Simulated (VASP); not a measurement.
# KCdF3 (P4mm) in VASP: single point with LDA

Aim: the single point of KCdF3 with LDA.

Program: VASP 6.6.1. These are calculated values, not measurements. Logs are shortened: lines on timing, memory, paths and dates and some standing lists are left out, and cuts for length are marked.

## (1) The cell of the first run

It takes space group P4mm (No. 99, tetragonal). The conventional cell has a = 4.382 Å, b = 4.382 Å, c = 4.382 Å, α = 90.00°, β = 90.00°, γ = 90.00°. K (site symmetry 4mm) has 12 F at 2.98 to 3.22 Å and 8 Cd at 3.80 Å within 3.9 Å. Cd (site symmetry 4mm) has 6 F at 2.02 to 2.37 Å within 2.7 Å. Within 2.7 Å of F (site symmetry 4mm) lie 2 Cd at 2.02 to 2.37 Å. Within 3.1 Å of F (site symmetry 2mm) lie 2 Cd at 2.20 Å and 2 K at 2.98 Å and 8 F at 3.10 Å.

## (2) Single point, LDA

The input, INCAR:

```
ALGO = Normal ; EDIFF = 1E-6
ENCUT = 700 ; GGA = CA
GGA_COMPAT = False ; ISIF = 2
ISMEAR = 0 ; LASPH = True
LCHARG = False ; LREAL = False
LWAVE = False ; NBANDS = 33
NELM = 120 ; PREC = Accurate
SIGMA = 0.05
```

The input, KPOINTS:

```
k-points
0
Gamma
  6 6 6
```

The input, POSCAR:

```
KCdF3
1.0
    4.3820890200      0.0000000000      0.0000000000
    0.0000000000      4.3820890200      0.0000000000
    0.0000000000      0.0000000000      4.3820890200
K Cd F
1 1 3
Direct
    0.0000000000      0.0000000000      0.0000000000
    0.5000000000      0.5000000000      0.5000000000
   -0.0399352910      0.5000000000      0.5000000000
    0.4600647090      0.0000000000      0.5000000000
    0.4600647090      0.5000000000      0.0000000000
```

Potentials or basis: VASP PAW LDA potentials, release 64 (K_sv, Cd_sv_GW, F).

The run is started by

```sh
> cat potpaw_LDA.64/K_sv/POTCAR potpaw_LDA.64/Cd_sv_GW/POTCAR potpaw_LDA.64/F/POTCAR > POTCAR
> mpirun -np 1 vasp_std > vasp.out
```

OUTCAR:

```text
EDIFF = 1E-6
   ENCUT = 700
   GGA = CA
   ISIF = 2
   ISMEAR = 0
   LASPH = True
   LREAL = False
   NELM = 120
   PREC = Accurate

 ion  position               nearest neighbor table
   1  0.000  0.000  0.000-
   2  0.500  0.500  0.500-   3 2.02   4 2.20   5 2.20   5 2.20   4 2.20
   3  0.960  0.500  0.500-   2 2.02
   4  0.460  0.000  0.500-   2 2.20   2 2.20
   5  0.460  0.500  0.000-   2 2.20   2 2.20

  LATTYP: Found a simple cubic cell.
 ALAT       =     4.3820890200

  Lattice vectors:

 A1 = (   4.3820890200,   0.0000000000,   0.0000000000)
 A2 = (   0.0000000000,   4.3820890200,   0.0000000000)
 A3 = (   0.0000000000,   0.0000000000,   4.3820890200)

Analysis of symmetry for initial positions (statically):
=====================================================================
 Subroutine PRICEL returns:
 Original cell was already a primitive cell.

 Routine SETGRP: Setting up the symmetry group for a
 simple cubic supercell.

 Subroutine GETGRP returns: Found  8 space group operations
 (whereof  8 operations were pure point group operations)
 out of a pool of 48 trial point group operations.

The static configuration has the point symmetry C_4v.

Analysis of symmetry for dynamics (positions and initial velocities):
=====================================================================
 Subroutine PRICEL returns:
 Original cell was already a primitive cell.

 Routine SETGRP: Setting up the symmetry group for a
 simple cubic supercell.

 Subroutine GETGRP returns: Found  8 space group operations
 (whereof  8 operations were pure point group operations)
 out of a pool of 48 trial point group operations.

The dynamic configuration has the point symmetry C_4v.

 Subroutine INISYM returns: Found  8 space group operations
 (whereof  8 operations are pure point group operations),
 and found     1 'primitive' translations

----------------------------------------------------------------------------------------

                                     Primitive cell

  volume of cell :      84.1480

  direct lattice vectors                    reciprocal lattice vectors
     4.382089020  0.000000000  0.000000000     0.228201663  0.000000000  0.000000000
     0.000000000  4.382089020  0.000000000     0.000000000  0.228201663  0.000000000
     0.000000000  0.000000000  4.382089020     0.000000000  0.000000000  0.228201663
[... 90 lines left out ...]
   EDIFF  = 0.1E-05   stopping-criterion for ELM
   LREAL  =      F    real-space projection
   EDIFFG = 0.1E-04   stopping-criterion for IOM
   NSW    =      0    number of steps for IOM
   IBRION =     -1    ionic relax: 0-MD 1-quasi-New 2-CG
   NFREE  =      0    steps in history (QN), initial steepest desc. (CG)
   ISIF   =      2    stress and relaxation
   ISYM   =      2    0-nonsym 1-usesym 2-fastsym
   POTIM  = 0.5000    time-step for ionic-motion
   TEBEG  =    0.0;   TEEND  =   0.0 temperature during run
   PSTRESS=    0.0 pullay stress
   NELECT =      50.0000    total number of electrons
   NUPDOWN=      -1.0000    fix difference up-down
   EMIN   =  10.00;   EMAX   =-10.00  energy-range for DOS
   EFERMI =   0.00;   METHOD = LEGACY
   ISMEAR =     0;   SIGMA  =   0.05  broadening in eV -4-tet -1-fermi 0-gaus
   EFERMI_NEDOS =   21; number of points for ismear=-14 and -15
   IALGO  =     38    algorithm
   IMIX   =      4    mixing-type and parameters
     AMIX     =   0.40;   BMIX     =  1.00
     AMIX_MAG =   1.60;   BMIX_MAG =  1.00
  volume/ion in A,a.u.               =      16.83       113.57
  Fermi-wavevector in a.u.,A,eV,Ry     =   1.376312  2.600853 25.772637  1.894235
  Thomas-Fermi vector in A             =   2.501568
   LORBIT       =      0    0 simple, 1 ext, 2 COOP (PROOUT), +10 PAW based schemes
   GGA     = CA    functional components
   LHFCALC =     F    Hartree Fock is set to
   AEXX    =    0.0000 exact exchange contribution
   IVDW    =     0    specifies the selected vdW correction
   LEPSILON=     F    determine dielectric tensor
   LRPA    =     F    only Hartree local field effects (RPA)
 non-spin polarized calculation
 Gauss-broadening in eV      SIGMA  =   0.05
  energy-cutoff  :      700.00
  volume of cell :       84.15
 maximum number of plane-waves:      3575
 NGX is ok and might be reduce to    40
   NGX = 19   NGY = 19   NGZ = 19

 number of electron      50.0000024 magnetization

 Free energy of the ion-electron system (eV)
  ---------------------------------------------------
  ext. energy  EPLUGINS =         0.00000000
  ---------------------------------------------------
  free energy    TOTEN  =       -21.63553590 eV

  energy without entropy =      -21.63553590  energy(sigma->0) =      -21.63553590

 E-fermi :  -0.6835     XC(G=0):  -9.7758

 val. band max:       -0.9562635754   @ k =   0.5000   0.5000   0.5000
 cond. band min:       1.8821401123   @ k =   0.0000   0.0000   0.0000
 fundamental gap:      2.8384036878
 Fermi energy:        -0.6834834598

 k-point     1 :       0.0000    0.0000    0.0000
  band No.  band energies     occupation
      1     -99.3126      2.00000
      2     -60.7473      2.00000
      3     -60.7413      2.00000
      4     -60.7413      2.00000
      5     -28.1226      2.00000
      6     -21.6096      2.00000
[... 853 lines left out ...]
     32       9.3903      0.00000
     33      10.6569      0.00000

 [... further k-points ...]

------------------------ aborting loop because EDIFF is reached ----------------------------------------

  FORCE on cell =-STRESS in cart. coord.  units (eV):
  Direction    XX          YY          ZZ          XY          YZ          ZX
  --------------------------------------------------------------------------------------
  -------------------------------------------------------------------------------------
  Total        0.0280988     -1.9849115     -1.9849115      0.0000000      0.0000000      0.0000000
  in kB        0.5350020    -37.7927198    -37.7927198      0.0000000      0.0000000      0.0000000
  external PRESSURE =     -25.0168125 kB  Pullay stress =       0.0000000 kB

 VOLUME and BASIS-vectors are now :
 -----------------------------------------------------------------------------
  energy-cutoff  :      700.00
  volume of cell :       84.15
      direct lattice vectors                 reciprocal lattice vectors
     4.382089020  0.000000000  0.000000000     0.228201663  0.000000000  0.000000000
     0.000000000  4.382089020  0.000000000     0.000000000  0.228201663  0.000000000
     0.000000000  0.000000000  4.382089020     0.000000000  0.000000000  0.228201663

 POSITION                                       TOTAL-FORCE (eV/Angst)
 -----------------------------------------------------------------------------------
      0.00000      0.00000      0.00000         0.127855     -0.000000      0.000000
      2.19104      2.19104      2.19104        -1.823292     -0.000000      0.000000
      4.20709      2.19104      2.19104         1.829578      0.000000     -0.000000
      2.01604      0.00000      2.19104        -0.067071      0.000000      0.000000
      2.01604      2.19104      0.00000        -0.067071     -0.000000     -0.000000
 -----------------------------------------------------------------------------------
    total drift:                               -0.000993      0.000000      0.000006

  FREE ENERGIE OF THE ION-ELECTRON SYSTEM (eV)
  ---------------------------------------------------
  free  energy   TOTEN  =       -21.6355358972 eV

  energy  without entropy=      -21.6355358972  energy(sigma->0) =      -21.63553590
```

It took 2.3 min on 1 thread of AMD EPYC 7R43 (Zen 3), shared host; peak memory 0.29 GiB.

Results:

```yaml
Free_energy: -21.6355 eV
Pressure: -2.5 GPa
Largest_force: 1.830 eV/Å
Band_gap_on_the_k_mesh: 2.84 eV (least direct gap 4.48 eV)
```

Forces in eV/Å, atoms in the order of the input:
```
K    0.128  0.000  0.000
Cd  -1.823  0.000  0.000
F    1.830  0.000  0.000
F   -0.067  0.000  0.000
F   -0.067  0.000  0.000
```

Levels at points of the mesh, in eV from the valence-band top:
| k point | band 23 | band 24 | band 25 | band 26 | band 27 | band 28 |
| --- | --- | --- | --- | --- | --- | --- |
| (0.00, 0.00, 0.00) | -1.75 | -1.75 | -1.64 | 2.84 | 8.03 | 8.03 |
| (0.50, 0.00, 0.00) | -1.65 | -1.65 | -1.59 | 5.39 | 6.66 | 8.78 |
| (0.00, 0.50, 0.00) | -1.69 | -1.62 | -1.61 | 5.39 | 6.63 | 8.75 |
| (0.50, 0.50, 0.00) | -1.68 | -1.48 | -0.01 | 6.74 | 8.28 | 8.38 |
| (0.00, 0.50, 0.50) | -1.69 | -1.41 | -0.05 | 6.76 | 8.35 | 8.35 |
| (0.50, 0.50, 0.50) | -1.40 | -0.05 | 0.00 | 7.50 | 7.50 | 7.56 |

Caveat: the cell differs from its parent crystal (all F atoms moved +0.175 Å, as atom 3 towards its neighbour atom 2 (Cd) at 2.191 Å); forces of over 1 eV/Å act on the atoms, so gaps and moduli don't describe the material at rest.
